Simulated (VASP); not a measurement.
# SnO (Fm-3m) in VASP: single point with HSE06

Aim: the single point of SnO with HSE06.

All numbers are computed with VASP 6.6.1; they aren't measurements. Logs are shortened: lines on timing, memory, paths and dates and some standing lists are left out, and cuts for length are marked.

## (1) The cell of the first run

The structure is cubic, space group Fm-3m (No. 225). Conventional cell: a = 5.074 Å, b = 5.074 Å, c = 5.074 Å, α = 90.00°, β = 90.00°, γ = 90.00°. Sn (site symmetry m-3m) has 6 O at 2.54 Å within 3.3 Å. Within 3.3 Å of O (site symmetry m-3m) lie 6 Sn at 2.54 Å.

## (2) Single point, HSE06

The input, POSCAR:

```
SnO
1.0
    0.0000000000      2.5369732568      2.5369732568
    2.5369732568      0.0000000000      2.5369732568
    2.5369732568      2.5369732568      0.0000000000
Sn O
1 1
Direct
    0.0000000000      0.0000000000      0.0000000000
    0.5000000000      0.5000000000      0.5000000000
```

The input, INCAR.step1:

```
ALGO = Normal
EDIFF = 1E-5
ENCUT = 520
GGA = PE
ISIF = 2
ISMEAR = -1
LASPH = T
LCHARG = F
LREAL = F
LWAVE = T
NBANDS = 17
NELM = 80
PREC = Accurate
SIGMA = 0.02
```

The input, INCAR.step2:

```
ALGO = Normal
EDIFF = 1E-7
ENCUT = 520
GGA = PE
HFSCREEN = 0.2079
ISIF = 2
ISMEAR = -1
ISTART = 1
LASPH = T
LCHARG = F
LHFCALC = T
LREAL = F
LWAVE = F
NBANDS = 17
NELM = 80
PREC = Accurate
PRECFOCK = Normal
SIGMA = 0.02
```

The input, KPOINTS:

```
k-points
0
Gamma
  6 6 6
```

Potentials or basis: VASP PAW PBE potentials, release 64 (Sn_d, O).

Started as:

```console
$ cat potpaw_PBE.64/Sn_d/POTCAR potpaw_PBE.64/O/POTCAR > POTCAR
$ cp INCAR.step1 INCAR
$ mpirun -np 1 vasp_std > vasp.out
$ cp INCAR.step2 INCAR
$ mpirun -np 1 vasp_std > vasp.out
```

OUTCAR:

```text
EDIFF = 1E-7
   ENCUT = 520
   GGA = PE
   HFSCREEN = 0.2079
   ISIF = 2
   ISMEAR = -1
   ISTART = 1
   LASPH = T
   LHFCALC = T
   LREAL = F
   NELM = 80
   PREC = Accurate
   PRECFOCK = Normal

 ion  position               nearest neighbor table
   1  0.000  0.000  0.000-   2 2.54   2 2.54   2 2.54   2 2.54   2 2.54   2 2.54
   2  0.500  0.500  0.500-   1 2.54   1 2.54   1 2.54   1 2.54   1 2.54   1 2.54

  LATTYP: Found a face centered cubic cell.
 ALAT       =     5.0739465136

  Lattice vectors:

 A1 = (   0.0000000000,   2.5369732568,   2.5369732568)
 A2 = (   2.5369732568,   0.0000000000,   2.5369732568)
 A3 = (   2.5369732568,   2.5369732568,   0.0000000000)

Analysis of symmetry for initial positions (statically):
=====================================================================
 Subroutine PRICEL returns:
 Original cell was already a primitive cell.

 Routine SETGRP: Setting up the symmetry group for a
 face centered cubic supercell.

 Subroutine GETGRP returns: Found 48 space group operations
 (whereof 48 operations were pure point group operations)
 out of a pool of 48 trial point group operations.

The static configuration has the point symmetry O_h .

Analysis of symmetry for dynamics (positions and initial velocities):
=====================================================================
 Subroutine PRICEL returns:
 Original cell was already a primitive cell.

 Routine SETGRP: Setting up the symmetry group for a
 face centered cubic supercell.

 Subroutine GETGRP returns: Found 48 space group operations
 (whereof 48 operations were pure point group operations)
 out of a pool of 48 trial point group operations.

The dynamic configuration has the point symmetry O_h .

 Subroutine INISYM returns: Found 48 space group operations
 (whereof 48 operations are pure point group operations),
 and found     1 'primitive' translations

----------------------------------------------------------------------------------------

                                     Primitive cell

  volume of cell :      32.6571

  direct lattice vectors                    reciprocal lattice vectors
     0.000000000  2.536973257  2.536973257    -0.197085247  0.197085247  0.197085247
     2.536973257  0.000000000  2.536973257     0.197085247 -0.197085247  0.197085247
     2.536973257  2.536973257  0.000000000     0.197085247  0.197085247 -0.197085247

  length of vectors
     3.587821987  3.587821987  3.587821987     0.341361661  0.341361661  0.341361661

  position of ions in fractional coordinates (direct lattice)
     0.000000000  0.000000000  0.000000000
     0.500000000  0.500000000  0.500000000

  ion indices of the primitive-cell ions
   primitive index   ion index
                 1           1
                 2           2

----------------------------------------------------------------------------------------

 KPOINTS: k-points

Automatic generation of k-mesh.
 Grid dimensions read from file:
 generate k-points for:    6    6    6

 Generating k-lattice:

  Cartesian coordinates                     Fractional coordinates (reciprocal lattice)
    -0.032847541  0.032847541  0.032847541     0.166666667  0.000000000  0.000000000
     0.032847541 -0.032847541  0.032847541     0.000000000  0.166666667  0.000000000
     0.032847541  0.032847541 -0.032847541     0.000000000  0.000000000  0.166666667

  Length of vectors
     0.056893610  0.056893610  0.056893610

  Shift w.r.t. Gamma in fractional coordinates (k-lattice)
     0.000000000  0.000000000  0.000000000

 Subroutine IBZKPT returns following result:
 ===========================================

 Found     16 irreducible k-points:

 Following reciprocal coordinates:
            Coordinates               Weight
  0.000000  0.000000  0.000000      1.000000
  0.166667  0.000000  0.000000      8.000000
  0.333333  0.000000  0.000000      8.000000
  0.500000  0.000000  0.000000      4.000000
  0.166667  0.166667  0.000000      6.000000
  0.333333  0.166667  0.000000     24.000000
[... 8 lines left out ...]
 -0.333333  0.333333  0.166667     24.000000
 -0.333333  0.500000  0.166667     12.000000
   k-points           NKPTS =     16   k-points in BZ     NKDIM =    216   number of bands    NBANDS=     17
   number of dos      NEDOS =    301   number of ions     NIONS =      2
   total plane-waves  NPLWV =  21952
   dimension x,y,z NGX =    28 NGY =   28 NGZ =   28
   dimension x,y,z NGXF=    56 NGYF=   56 NGZF=   56
   ions per type =               1   1
   NGX,Y,Z   is equivalent  to a cutoff of  12.97, 12.97, 12.97 a.u.
   NGXF,Y,Z  is equivalent  to a cutoff of  25.95, 25.95, 25.95 a.u.
 SYSTEM =  unknown system
   PREC   = accura    normal or accurate (medium, high low for compatibility)
   ISTART =      1    job   : 0-new  1-cont  2-samecut
   ICHARG =      0    charge: 1-file 2-atom 10-const
   ISPIN  =      1    spin polarized calculation?
   LNONCOLLINEAR =      F non collinear calculations
   LSORBIT =      F    spin-orbit coupling
   LASPH  =      T    aspherical Exc in radial PAW
   ENCUT  =  520.0 eV  38.22 Ry    6.18 a.u.   6.67  6.67  6.67*2*pi/ulx,y,z
   NELM   =     80;   NELMIN=  2; NELMDL=  0     # of ELM steps
   EDIFF  = 0.1E-06   stopping-criterion for ELM
   LREAL  =      F    real-space projection
   EDIFFG = 0.1E-05   stopping-criterion for IOM
   NSW    =      0    number of steps for IOM
   IBRION =     -1    ionic relax: 0-MD 1-quasi-New 2-CG
   NFREE  =      0    steps in history (QN), initial steepest desc. (CG)
   ISIF   =      2    stress and relaxation
   ISYM   =      3    0-nonsym 1-usesym 2-fastsym
   POTIM  = 0.5000    time-step for ionic-motion
   TEBEG  =    0.0;   TEEND  =   0.0 temperature during run
   PSTRESS=    0.0 pullay stress
   NELECT =      20.0000    total number of electrons
   NUPDOWN=      -1.0000    fix difference up-down
   EMIN   =  10.00;   EMAX   =-10.00  energy-range for DOS
   EFERMI =   0.00;   METHOD = LEGACY
   ISMEAR =    -1;   SIGMA  =   0.02  broadening in eV -4-tet -1-fermi 0-gaus
   EFERMI_NEDOS =   21; number of points for ismear=-14 and -15
   IALGO  =     38    algorithm
   IMIX   =      1    mixing-type and parameters
     AMIX     =   0.40;   BMIX     =  1.00
     AMIX_MAG =   1.60;   BMIX_MAG =  1.00
  volume/ion in A,a.u.               =      16.33       110.19
  Fermi-wavevector in a.u.,A,eV,Ry     =   1.390248  2.627188 26.297197  1.932789
  Thomas-Fermi vector in A             =   2.514201
   LORBIT       =      0    0 simple, 1 ext, 2 COOP (PROOUT), +10 PAW based schemes
   GGA     = PE    functional components
   LHFCALC =     T    Hartree Fock is set to
   PRECFOCK=normal    Normal, Fast or Accurate (Low or Medium for compatibility)
   ENCUT4O =  -1.0   cutoff for four orbital integrals eV
   NKREDX  =     1    reduce k-point grid by
   NKREDY  =     1    reduce k-point grid by
   NKREDZ  =     1    reduce k-point grid by
   AEXX    =    0.2500 exact exchange contribution
   HFSCREEN=    0.2079 screening length (either q_TF or 0.3 A-1)
   HFSCREENC=   0.2079 screening length for correlation (either q_TF or 0.3 A-1)
   ENCUTFOCK=  -1.0 apply spherical cutoff to Coloumb kernel
   IVDW    =     0    specifies the selected vdW correction
   LEPSILON=     F    determine dielectric tensor
   LRPA    =     F    only Hartree local field effects (RPA)
 non-spin polarized calculation
  energy-cutoff  :      520.00
  volume of cell :       32.66
 maximum number of plane-waves:       899
  NGX = 24; NGY = 24; NGZ = 24

 number of electron      19.9999991 magnetization

 Free energy of the ion-electron system (eV)
  ---------------------------------------------------
  ext. energy  EPLUGINS =         0.00000000
  ---------------------------------------------------
  free energy    TOTEN  =       -12.77731319 eV

  energy without entropy =      -12.77731319  energy(sigma->0) =      -12.77731319

 E-fermi :   7.7151     XC(G=0):  -8.9309

 val. band max:        7.2621832592   @ k =  -0.3333   0.1667   0.0000
 cond. band min:       8.4791729423   @ k =   0.5000   0.0000   0.0000
 fundamental gap:      1.2169896831
 Fermi energy:         7.7150660509

 k-point     1 :       0.0000    0.0000    0.0000
  band No.  band energies     occupation
      1     -16.1364      2.00000
      2     -16.1364      2.00000
      3     -16.1364      2.00000
      4     -16.0810      2.00000
      5     -16.0810      2.00000
      6     -13.3995      2.00000
[... 9 lines left out ...]
     16      18.4958      0.00000
     17      18.7454      0.00000

 k-point     2 :       0.1667    0.0000    0.0000
  band No.  band energies     occupation
      1     -16.1356      2.00000
      2     -16.1271      2.00000
      3     -16.1271      2.00000
      4     -16.0836      2.00000
      5     -16.0836      2.00000
      6     -13.2482      2.00000
[... 9 lines left out ...]
     16      19.5280      0.00000
     17      22.6186      0.00000

 k-point     3 :       0.3333    0.0000    0.0000
  band No.  band energies     occupation
      1     -16.1350      2.00000
      2     -16.1328      2.00000
      3     -16.1328      2.00000
      4     -16.0643      2.00000
      5     -16.0643      2.00000
      6     -12.9235      2.00000
[... 9 lines left out ...]
     16      21.3527      0.00000
     17      24.0088      0.00000

 k-point     4 :       0.5000    0.0000    0.0000
  band No.  band energies     occupation
      1     -16.1416      2.00000
      2     -16.1416      2.00000
      3     -16.1352      2.00000
      4     -16.0486      2.00000
      5     -16.0486      2.00000
      6     -12.7488      2.00000
[... 9 lines left out ...]
     16      22.8068      0.00000
     17      23.0728      0.00000
[... 183 lines left out ...]
      1     -16.2289      2.00000
      2     -16.1409      2.00000
      3     -16.1008      2.00000
      4     -16.0652      2.00000
      5     -16.0601      2.00000
      6     -12.5602      2.00000
[... 9 lines left out ...]
     16      24.4927      0.00000
     17      24.6940      0.00000

 k-point    15 :      -0.3333    0.3333    0.1667
  band No.  band energies     occupation
      1     -16.2524      2.00000
      2     -16.1200      2.00000
      3     -16.1032      2.00000
      4     -16.0841      2.00000
      5     -16.0484      2.00000
      6     -12.4037      2.00000
[... 9 lines left out ...]
     16      25.2412      0.00000
     17      25.6866      0.00000

 k-point    16 :      -0.3333    0.5000    0.1667
  band No.  band energies     occupation
      1     -16.3157      2.00000
      2     -16.1478      2.00000
      3     -16.0761      2.00000
      4     -16.0659      2.00000
      5     -16.0384      2.00000
      6     -12.2708      2.00000
[... 9 lines left out ...]
     16      24.0092      0.00000
     17      26.8109      0.00000

------------------------ aborting loop because EDIFF is reached ----------------------------------------

  FORCE on cell =-STRESS in cart. coord.  units (eV):
  Direction    XX          YY          ZZ          XY          YZ          ZX
  --------------------------------------------------------------------------------------
  -------------------------------------------------------------------------------------
  Total       -0.0319630     -0.0319630     -0.0319630     -0.0000000     -0.0000000      0.0000000
  in kB       -1.5681226     -1.5681226     -1.5681226     -0.0000000     -0.0000000      0.0000000
  external PRESSURE =      -1.5681226 kB  Pullay stress =       0.0000000 kB

 VOLUME and BASIS-vectors are now :
 -----------------------------------------------------------------------------
  energy-cutoff  :      520.00
  volume of cell :       32.66
      direct lattice vectors                 reciprocal lattice vectors
     0.000000000  2.536973257  2.536973257    -0.197085247  0.197085247  0.197085247
     2.536973257  0.000000000  2.536973257     0.197085247 -0.197085247  0.197085247
     2.536973257  2.536973257  0.000000000     0.197085247  0.197085247 -0.197085247

 POSITION                                       TOTAL-FORCE (eV/Angst)
 -----------------------------------------------------------------------------------
      0.00000      0.00000      0.00000         0.000000     -0.000000     -0.000000
      2.53697      2.53697      2.53697         0.000000      0.000000      0.000000
 -----------------------------------------------------------------------------------
    total drift:                               -0.000001     -0.000002     -0.000001

  FREE ENERGIE OF THE ION-ELECTRON SYSTEM (eV)
  ---------------------------------------------------
  free  energy   TOTEN  =       -12.7773131920 eV

  energy  without entropy=      -12.7773131920  energy(sigma->0) =      -12.77731319
```

Run time: 44 min. Hardware: 1 thread of Intel Xeon Platinum 8259CL at 2.50GHz (Skylake/Cascade Lake), shared host; peak memory 0.28 GiB.

What came out:

| Property | Result |
| --- | --- |
| Free energy | -12.7773 eV |
| Pressure | -0.2 GPa |
| Band gap on the k mesh | 1.22 eV (least direct gap 1.41 eV) |

Caveat: the structure was generated, so it needn't be the stable form of SnO; the PAW data sets were made with another functional, which shifts forces and pressure a little; spin-orbit coupling is left out, which moves the levels of the heavy elements.
